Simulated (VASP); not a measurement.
# TiCo (Pm-3m) in VASP: single point with PBE

Aim: the single point of TiCo with PBE.

All numbers are computed with VASP 6.6.1; they aren't measurements. Logs are shortened: lines on timing, memory, paths and dates and some standing lists are left out, and cuts for length are marked.

## (1) The cell of the first run

It takes space group Pm-3m (No. 221, cubic). The conventional cell has a = 2.986 Å, b = 2.986 Å, c = 2.986 Å, α = 90.00°, β = 90.00°, γ = 90.00°. Within 3.4 Å of Ti (site symmetry m-3m) lie 8 Co at 2.59 Å and 6 Ti at 2.99 Å. Co (site symmetry m-3m) has 8 Ti at 2.59 Å and 6 Co at 2.99 Å within 3.4 Å.

## (2) Single point, PBE, collinear spin, ferromagnetic start

The input, INCAR:

```
SYSTEM = TiCo
PREC = Accurate
ENCUT = 520
EDIFF = 1E-7
ISMEAR = 0
SIGMA = 0.15
LREAL = .False.
LASPH = .True.
NELM = 150
ALGO = Normal
ISIF = 2
LWAVE = .False.
LCHARG = .False.
ISPIN = 2
MAGMOM = 0 0 1.09 1.09
LORBIT = 11
LMAXMIX = 4
GGA = PE
NBANDS = 33
```

The input, KPOINTS:

```
Automatic mesh
0
Gamma
  12 8 8
  0 0 0
```

The input, POSCAR:

```
TiCo
1.0
   -2.9855872874      0.0000000000      0.0000000000
    0.0000000000      2.9855872874      2.9855872874
    0.0000000000      2.9855872874     -2.9855872874
Ti Co
2 2
Direct
    0.0000000000      0.0000000000      0.0000000000
    0.0000000000      0.5000000000      0.5000000000
    0.5000000000      0.5000000000      0.0000000000
    0.5000000000      0.0000000000      0.5000000000
```

Potentials or basis: VASP PAW PBE potentials, release 64 (Ti_sv, Co).

Started as:

```
cat potpaw_PBE.64/Ti_sv/POTCAR potpaw_PBE.64/Co/POTCAR > POTCAR
mpirun -np 1 vasp_std > vasp.out
```

OUTCAR:

```text
SYSTEM = TiCo
   PREC = Accurate
   ENCUT = 520
   EDIFF = 1E-7
   ISMEAR = 0
   LREAL = .False.
   LASPH = .True.
   NELM = 150
   ISIF = 2
   ISPIN = 2
   LORBIT = 11
   GGA = PE

 ion  position               nearest neighbor table
   1  0.000  0.000  0.000-   3 2.59   4 2.59   4 2.59   3 2.59   3 2.59   4 2.59   4 2.59   3 2.59

   2  0.000  0.500  0.500-   3 2.59   4 2.59   3 2.59   4 2.59   3 2.59   4 2.59   3 2.59   4 2.59

   3  0.500  0.500  0.000-   1 2.59   2 2.59   2 2.59   1 2.59   1 2.59   2 2.59   2 2.59   1 2.59
                             4 2.99   4 2.99   4 2.99   4 2.99
   4  0.500  0.000  0.500-   1 2.59   2 2.59   1 2.59   2 2.59   1 2.59   2 2.59   1 2.59   2 2.59
                             3 2.99   3 2.99   3 2.99   3 2.99

  LATTYP: Found a simple tetragonal cell.
 ALAT       =     4.2222580335
 C/A-ratio  =     0.7071067812

  Lattice vectors:

 A1 = (   0.0000000000,   2.9855872874,   2.9855872874)
 A2 = (   0.0000000000,   2.9855872874,  -2.9855872874)
 A3 = (  -2.9855872874,   0.0000000000,   0.0000000000)

Analysis of symmetry for initial positions (statically):
=====================================================================
 Subroutine PRICEL returns following result:

  LATTYP: Found a simple cubic cell.
 ALAT       =     2.9855872874

  Lattice vectors:

 A1 = (  -2.9855872874,   0.0000000000,   0.0000000000)
 A2 = (   0.0000000000,   0.0000000000,   2.9855872874)
 A3 = (   0.0000000000,   2.9855872874,   0.0000000000)

   2 primitive cells build up your supercell.

 Routine SETGRP: Setting up the symmetry group for a
 simple tetragonal supercell.

 Subroutine GETGRP returns: Found 16 space group operations
 (whereof 16 operations were pure point group operations)
 out of a pool of 16 trial point group operations.

The static configuration has the point symmetry D_4h.

Analysis of symmetry for dynamics (positions and initial velocities):
=====================================================================
 Subroutine PRICEL returns following result:

  LATTYP: Found a simple cubic cell.
 ALAT       =     2.9855872874

  Lattice vectors:

 A1 = (  -2.9855872874,   0.0000000000,   0.0000000000)
 A2 = (   0.0000000000,   0.0000000000,   2.9855872874)
 A3 = (   0.0000000000,   2.9855872874,   0.0000000000)

   2 primitive cells build up your supercell.

 Routine SETGRP: Setting up the symmetry group for a
 simple tetragonal supercell.

 Subroutine GETGRP returns: Found 16 space group operations
 (whereof 16 operations were pure point group operations)
 out of a pool of 16 trial point group operations.

The dynamic configuration has the point symmetry D_4h.

Analysis of structural, dynamic, and magnetic symmetry:
=====================================================================
 Subroutine PRICEL returns following result:

  LATTYP: Found a simple cubic cell.
 ALAT       =     2.9855872874

  Lattice vectors:

 A1 = (  -2.9855872874,   0.0000000000,   0.0000000000)
 A2 = (   0.0000000000,   0.0000000000,   2.9855872874)
 A3 = (   0.0000000000,   2.9855872874,   0.0000000000)

   2 primitive cells build up your supercell.

 Routine SETGRP: Setting up the symmetry group for a
 simple tetragonal supercell.

 Subroutine GETGRP returns: Found 16 space group operations
 (whereof 16 operations were pure point group operations)
 out of a pool of 16 trial point group operations.

The overall configuration has the point symmetry D_4h.

 Subroutine INISYM returns: Found 16 space group operations
 (whereof 16 operations are pure point group operations),
 and found     2 'primitive' translations

----------------------------------------------------------------------------------------

                                     Primitive cell

  volume of cell :      26.6127

  direct lattice vectors                    reciprocal lattice vectors
    -2.985587287  0.000000000  0.000000000    -0.334942477  0.000000000  0.000000000
     0.000000000  0.000000000  2.985587287     0.000000000  0.000000000  0.334942477
     0.000000000  2.985587287  0.000000000     0.000000000  0.334942477  0.000000000

  length of vectors
     2.985587287  2.985587287  2.985587287     0.334942477  0.334942477  0.334942477

  position of ions in fractional coordinates (direct lattice)
     0.000000000  0.000000000  0.000000000
     0.500000000  0.500000000  0.500000000

  ion indices of the primitive-cell ions
   primitive index   ion index
                 1           1
                 2           3

----------------------------------------------------------------------------------------

 KPOINTS: Automatic mesh

Automatic generation of k-mesh.
 Grid dimensions read from file:
 generate k-points for:   12    8    8

 Generating k-lattice:

  Cartesian coordinates                     Fractional coordinates (reciprocal lattice)
    -0.027911873  0.000000000  0.000000000     0.083333333  0.000000000  0.000000000
     0.000000000  0.020933905  0.020933905     0.000000000  0.125000000  0.000000000
     0.000000000  0.020933905 -0.020933905     0.000000000  0.000000000  0.125000000

  Length of vectors
     0.027911873  0.029605012  0.029605012

  Shift w.r.t. Gamma in fractional coordinates (k-lattice)
     0.000000000  0.000000000  0.000000000

 Subroutine IBZKPT returns following result:
 ===========================================

 Found    105 irreducible k-points:

 Following reciprocal coordinates:
            Coordinates               Weight
  0.000000  0.000000  0.000000      1.000000
  0.083333  0.000000  0.000000      2.000000
  0.166667  0.000000  0.000000      2.000000
  0.250000  0.000000  0.000000      2.000000
  0.333333  0.000000  0.000000      2.000000
  0.416667  0.000000  0.000000      2.000000
[... 16 lines left out ...]
  0.083333  0.375000  0.000000      8.000000
  0.166667  0.375000  0.000000      8.000000
 [... further k-points ...]
   k-points           NKPTS =    105   k-points in BZ     NKDIM =    105   number of bands    NBANDS=     33
   number of dos      NEDOS =    301   number of ions     NIONS =      4
   total plane-waves  NPLWV =  24576
   dimension x,y,z NGX =    24 NGY =   32 NGZ =   32
   dimension x,y,z NGXF=    48 NGYF=   64 NGZF=   64
   ions per type =               2   2
   NGX,Y,Z   is equivalent  to a cutoff of  13.36, 12.60, 12.60 a.u.
   NGXF,Y,Z  is equivalent  to a cutoff of  26.73, 25.20, 25.20 a.u.
 SYSTEM =  TiCo
   PREC   = accura    normal or accurate (medium, high low for compatibility)
   ISTART =      0    job   : 0-new  1-cont  2-samecut
   ICHARG =      2    charge: 1-file 2-atom 10-const
   ISPIN  =      2    spin polarized calculation?
   LNONCOLLINEAR =      F non collinear calculations
   LSORBIT =      F    spin-orbit coupling
   LASPH  =      T    aspherical Exc in radial PAW
   ENCUT  =  520.0 eV  38.22 Ry    6.18 a.u.   5.55  7.85  7.85*2*pi/ulx,y,z
   NELM   =    150;   NELMIN=  2; NELMDL= -5     # of ELM steps
   EDIFF  = 0.1E-06   stopping-criterion for ELM
   LREAL  =      F    real-space projection
   EDIFFG = 0.1E-05   stopping-criterion for IOM
   NSW    =      0    number of steps for IOM
   IBRION =     -1    ionic relax: 0-MD 1-quasi-New 2-CG
   NFREE  =      0    steps in history (QN), initial steepest desc. (CG)
   ISIF   =      2    stress and relaxation
   ISYM   =      2    0-nonsym 1-usesym 2-fastsym
   POTIM  = 0.5000    time-step for ionic-motion
   TEBEG  =    0.0;   TEEND  =   0.0 temperature during run
   PSTRESS=    0.0 pullay stress
   NELECT =      42.0000    total number of electrons
   NUPDOWN=      -1.0000    fix difference up-down
   EMIN   =  10.00;   EMAX   =-10.00  energy-range for DOS
   EFERMI =   0.00;   METHOD = LEGACY
   ISMEAR =     0;   SIGMA  =   0.15  broadening in eV -4-tet -1-fermi 0-gaus
   EFERMI_NEDOS =   21; number of points for ismear=-14 and -15
   IALGO  =     38    algorithm
   IMIX   =      4    mixing-type and parameters
     AMIX     =   0.40;   BMIX     =  1.00
     AMIX_MAG =   1.60;   BMIX_MAG =  1.00
  volume/ion in A,a.u.               =      13.31        89.80
  Fermi-wavevector in a.u.,A,eV,Ry     =   1.512812  2.858799 31.138276  2.288599
  Thomas-Fermi vector in A             =   2.622686
   LORBIT       =     11    0 simple, 1 ext, 2 COOP (PROOUT), +10 PAW based schemes
   GGA     = PE    functional components
   LHFCALC =     F    Hartree Fock is set to
   AEXX    =    0.0000 exact exchange contribution
   IVDW    =     0    specifies the selected vdW correction
   LEPSILON=     F    determine dielectric tensor
   LRPA    =     F    only Hartree local field effects (RPA)
 spin polarized calculation
 Gauss-broadening in eV      SIGMA  =   0.15
  energy-cutoff  :      520.00
  volume of cell :       53.23
 maximum number of plane-waves:      1459
 NGX is ok and might be reduce to    24
   NGX = 11   NGY = 15   NGZ = 15

 number of electron      41.9999971 magnetization       1.6950091

 Free energy of the ion-electron system (eV)
  ---------------------------------------------------
  ext. energy  EPLUGINS =         0.00000000
  ---------------------------------------------------
  free energy    TOTEN  =       -31.37151775 eV

  energy without entropy =      -31.33143412  energy(sigma->0) =      -31.35147593

 E-fermi :   9.9392     XC(G=0): -12.5777

 val. band max:        9.9362668429   @ k =   0.1667   0.5000   0.3750
 cond. band min:       9.9393871156   @ k =   0.3333   0.2500   0.2500
 fundamental gap:      0.0031202727
 Fermi energy:         9.9391900983

 spin component 1

 k-point     1 :       0.0000    0.0000    0.0000
  band No.  band energies     occupation
      1     -47.2187      1.00000
      2     -47.1584      1.00000
      3     -23.5622      1.00000
      4     -23.5622      1.00000
      5     -23.3110      1.00000
      6     -23.3110      1.00000
[... 25 lines left out ...]
     32      18.1495      0.00000
     33      18.7284      0.00000

 k-point     2 :       0.0833    0.0000    0.0000
  band No.  band energies     occupation
      1     -47.2166      1.00000
      2     -47.1565      1.00000
      3     -23.5604      1.00000
      4     -23.5604      1.00000
      5     -23.3311      1.00000
      6     -23.3095      1.00000
[... 25 lines left out ...]
     32      18.1029      0.00000
     33      18.1965      0.00000
[... 754 lines left out ...]
     32      17.0769      0.00000
     33      18.2768      0.00000

 k-point    24 :       0.1667    0.3750    0.0000
  band No.  band energies     occupation
      1     -47.1920      1.00000
      2     -47.1691      1.00000
      3     -23.4876      1.00000
      4     -23.4791      1.00000
      5     -23.3933      1.00000
      6     -23.3835      1.00000
[... 25 lines left out ...]
     32      17.8082      0.00000
     33      18.2755      0.00000

 [... further k-points ...]

 spin component 2

 k-point     1 :       0.0000    0.0000    0.0000
  band No.  band energies     occupation
      1     -47.2292      1.00000
      2     -47.1684      1.00000
      3     -23.5759      1.00000
      4     -23.5759      1.00000
      5     -23.3230      1.00000
      6     -23.3219      1.00000
[... 25 lines left out ...]
     32      18.3187      0.00000
     33      18.8349      0.00000

 k-point     2 :       0.0833    0.0000    0.0000
  band No.  band energies     occupation
      1     -47.2271      1.00000
      2     -47.1664      1.00000
      3     -23.5740      1.00000
      4     -23.5740      1.00000
      5     -23.3436      1.00000
      6     -23.3204      1.00000
[... 25 lines left out ...]
     32      18.2455      0.00000
     33      18.2732      0.00000
[... 754 lines left out ...]
     32      17.1666      0.00000
     33      18.4590      0.00000

 k-point    24 :       0.1667    0.3750    0.0000
  band No.  band energies     occupation
      1     -47.2022      1.00000
      2     -47.1792      1.00000
      3     -23.5004      1.00000
      4     -23.4919      1.00000
      5     -23.4051      1.00000
      6     -23.3952      1.00000
[... 25 lines left out ...]
     32      17.9092      0.00000
     33      18.3922      0.00000

 [... further k-points ...]

------------------------ aborting loop because EDIFF is reached ----------------------------------------

  FORCE on cell =-STRESS in cart. coord.  units (eV):
  Direction    XX          YY          ZZ          XY          YZ          ZX
  --------------------------------------------------------------------------------------
  -------------------------------------------------------------------------------------
  Total       -0.2861448     -0.1643118     -0.1643118      0.0000000      0.0000000     -0.0000000
  in kB       -8.6134492     -4.9460664     -4.9460664      0.0000000      0.0000000     -0.0000000
  external PRESSURE =      -6.1685274 kB  Pullay stress =       0.0000000 kB

 VOLUME and BASIS-vectors are now :
 -----------------------------------------------------------------------------
  energy-cutoff  :      520.00
  volume of cell :       53.23
      direct lattice vectors                 reciprocal lattice vectors
    -2.985587287  0.000000000  0.000000000    -0.334942477  0.000000000  0.000000000
     0.000000000  2.985587287  2.985587287     0.000000000  0.167471238  0.167471238
     0.000000000  2.985587287 -2.985587287     0.000000000  0.167471238 -0.167471238

 POSITION                                       TOTAL-FORCE (eV/Angst)
 -----------------------------------------------------------------------------------
      0.00000      0.00000      0.00000        -0.000000      0.000000     -0.000000
      0.00000      2.98559      0.00000        -0.000000      0.000000     -0.000000
     -1.49279      1.49279      1.49279         0.000000     -0.000000     -0.000000
     -1.49279      1.49279     -1.49279         0.000000     -0.000000      0.000000
 -----------------------------------------------------------------------------------
    total drift:                               -0.000000     -0.000000      0.000000

  FREE ENERGIE OF THE ION-ELECTRON SYSTEM (eV)
  ---------------------------------------------------
  free  energy   TOTEN  =       -31.3715177503 eV

  energy  without entropy=      -31.3314341177  energy(sigma->0) =      -31.35147593

 total charge

# of ion       s       p       d       tot
------------------------------------------
    1        2.247   6.180   1.858  10.286
    2        2.247   6.180   1.858  10.286
    3        0.526   0.460   7.303   8.289
    4        0.526   0.460   7.303   8.289
--------------------------------------------------
tot          5.546  13.281  18.323  37.149

 magnetization (x)

# of ion       s       p       d       tot
------------------------------------------
    1       -0.002  -0.013  -0.014  -0.030
    2       -0.002  -0.013  -0.014  -0.030
    3        0.028  -0.006   0.906   0.928
    4        0.028  -0.006   0.906   0.928
--------------------------------------------------
tot          0.051  -0.038   1.784   1.796
```

It took 9.1 min on 1 thread of Intel Xeon Platinum 8259CL at 2.50GHz (Skylake/Cascade Lake), shared host; peak memory 0.37 GiB.

Results:

```
Free energy                                           : -31.3715 eV
Pressure                                              : -0.6 GPa
Net moment                                            : 1.70 μB per cell
Site moments                                          : Ti -0.03; Co +0.93 μB
Valence electrons inside the program's atomic spheres : Ti 10.29; Co 8.29
```

Levels at points of the mesh, in eV from the Fermi level:
Spin up:
```tsv
k point	band 20	band 21	band 22	band 23	band 24	band 25
(0.00, 0.00, 0.00)	-0.78	0.47	0.47	0.63	0.63	1.10
(0.50, 0.00, 0.00)	-1.52	-1.47	-1.47	-0.70	-0.61	0.66
(0.00, 0.50, 0.00)	-1.82	0.22	0.22	0.58	0.58	0.71
(0.50, 0.50, 0.00)	-1.48	-0.99	-0.99	0.03	0.03	1.21
(0.00, 0.50, 0.50)	-1.52	-0.70	-0.70	-0.61	-0.61	0.66
(0.50, 0.50, 0.50)	-0.78	0.63	0.63	0.63	0.63	1.10
```
Spin down:
| k point | band 18 | band 19 | band 20 | band 21 | band 22 | band 23 |
| --- | --- | --- | --- | --- | --- | --- |
| (0.00, 0.00, 0.00) | -1.33 | -0.01 | 0.29 | 0.60 | 0.60 | 1.02 |
| (0.50, 0.00, 0.00) | -1.40 | -1.40 | -0.89 | -0.81 | 0.02 | 0.03 |
| (0.00, 0.50, 0.00) | -1.55 | -1.24 | -1.24 | 0.70 | 0.70 | 0.73 |
| (0.50, 0.50, 0.00) | -1.91 | -1.44 | -1.44 | 0.23 | 0.23 | 0.61 |
| (0.00, 0.50, 0.50) | -1.40 | -0.89 | -0.89 | -0.81 | -0.81 | 0.59 |
| (0.50, 0.50, 0.50) | -0.01 | 0.29 | 0.29 | 0.60 | 0.60 | 0.60 |
